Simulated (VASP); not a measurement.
The system is AlNi.

```
CELL_PARAMETERS angstrom
1.97672 -1.99150 0.00000
1.97672 1.99150 0.00000
0.00000 0.00000 3.16022
ATOMIC_POSITIONS crystal
Ni 0.50000 0.50000 0.50000
Al 0.00000 0.00000 0.00000
```

Base run:

| Quantity | Value |
| --- | --- |
| Program | VASP 6.6.1 |
| Functional | LDA |
| Potentials or basis | VASP PAW LDA potentials, release 64 (Ni, Al) |
| Cutoff | 520 eV |
| k mesh | 10 × 10 × 9 |
| Occupations | fermi-dirac, width 0.05 eV |
| Spin | collinear spin, ferromagnetic start |
| Starting moments | [1.0, 0.0] μB |

Its results: pressure -13.0 GPa; net moment 0.00 μB per cell.

The run is repeated on the same cell with these changes: functional from LDA to PBEsol; potentials or basis from VASP PAW LDA potentials, release 64 (Ni, Al) to VASP PAW PBE potentials, release 64 (Ni, Al). What comes out?

Pressure -8.3 GPa; net moment 0.00 μB per cell.

Caveats: the moments typed at the start vanished in this run; the stress differs along the axes, from -17 to -10 GPa (at least some runs); the stress differs along the axes, from -12 to -6 GPa (at least some runs); the PAW data sets were made with another functional, which shifts forces and pressure a little (at least some runs).
